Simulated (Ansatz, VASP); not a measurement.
# Ni: VASP beside Ansatz

Contents of INCAR:

```
PREC     = Accurate       # precision mode
ENCUT    = 600            # plane-wave cutoff, eV
EDIFF    = 1E-7           # SCF threshold, eV
ISMEAR   = -1             # smearing method
SIGMA    = 0.05           # smearing width, eV
LREAL    = False          # projectors in reciprocal space
LASPH    = True           # aspherical terms in the spheres
NELM     = 150            # most SCF steps
ALGO     = Normal         # electronic algorithm
ISIF     = 3              # what is computed and relaxed
LWAVE    = False          # write WAVECAR
LCHARG   = False          # write CHGCAR
ISPIN    = 2              # spin polarisation
MAGMOM   = 1              # initial moments
LORBIT   = 11             # projections on sites
LMAXMIX  = 4              # l up to which the mixer works
GGA      = RP             # functional
IVDW     = 13             # dispersion correction
IBRION   = 2              # ionic algorithm
NSW      = 60             # ionic steps
EDIFFG   = -0.01          # ionic threshold
```

File KPOINTS:

```
Automatic mesh
0
Gamma
  13 13 13
```

POSCAR

```
Ni
1.0
   -1.3837154700      1.3837154700      1.3837154700
    1.3837154700     -1.3837154700      1.3837154700
    1.3837154700      1.3837154700     -1.3837154700
Ni
1
Direct
    0.0000000000      0.0000000000      0.0000000000
```

Contents of input.yaml:

```yaml
crystal:
  lattice:
    - [-1.38371547, 1.38371547, 1.38371547]
    - [1.38371547, -1.38371547, 1.38371547]
    - [1.38371547, 1.38371547, -1.38371547]
  atoms:
    - { symbol: Ni, position: [0.0, 0.0, 0.0], spin: 1.0 }
hamiltonian:
  xc: rpbe
  pseudopotentials: { kind: paw }
  dispersion: d4
magnetization:
  spin_polarized: true
kpoints:
  mp_grid: { grid: [13, 13, 13] }
scf:
  occupations: { method: fermi_dirac, width: 0.05 }
output:
  forces: true
  stress: true
  eigenvalues: true
  write_density: true
  write_potential: true
  elf: true
  volumetric_format: npy
relax:
  f_tol: 0.01
  max_steps: 40
  cell: { stress_tol: 0.05 }
```

Alike in both runs: task relaxation of cell and atoms; functional RPBE; dispersion D4; k mesh 13 × 13 × 13; occupations fermi-dirac, width 0.05 eV; collinear spin.

|  | VASP | Ansatz |
| --- | --- | --- |
| version | VASP 6.6.1 | Ansatz 0.2.0 |
| potentials or method | VASP PAW PBE potentials, release 64 (Ni) | Ansatz PAW |
| plane-wave cutoff (eV) | 600 | 420 |
| valence electrons in the cell | 10 | 18 |

|  | VASP | Ansatz | Ansatz less VASP |
| --- | --- | --- | --- |
| gap on the k mesh at the Fermi level, each at its own relaxed structure (eV) | none | none | - |
| net moment per atom (μB) | 0.58 | 0.60 | +0.012 |
| size of the moment on the site where the two differ most (μB) | 0.59 | 0.63 | +0.038 |
| relaxed volume (Å³/atom) | 10.61 | 10.62 | +0.005 |
| relaxed cell length with the largest relative difference (Å) | 2.398 | 2.398 | +0.0004 |

VASP's potentials were made for PBE, not for RPBE. Site moments also hang on the region over which each program counts them. A gap of «none» marks a metal or a gap that the smearing closes. VASP's potentials hold 10 valence electrons a cell and Ansatz's 18, so a difference there can come from the potentials and not from the codes.

Noted on Ansatz's run: the plane-wave basis is chosen anew once the cell has moved, so the energies of steps on either side of that aren't comparable.
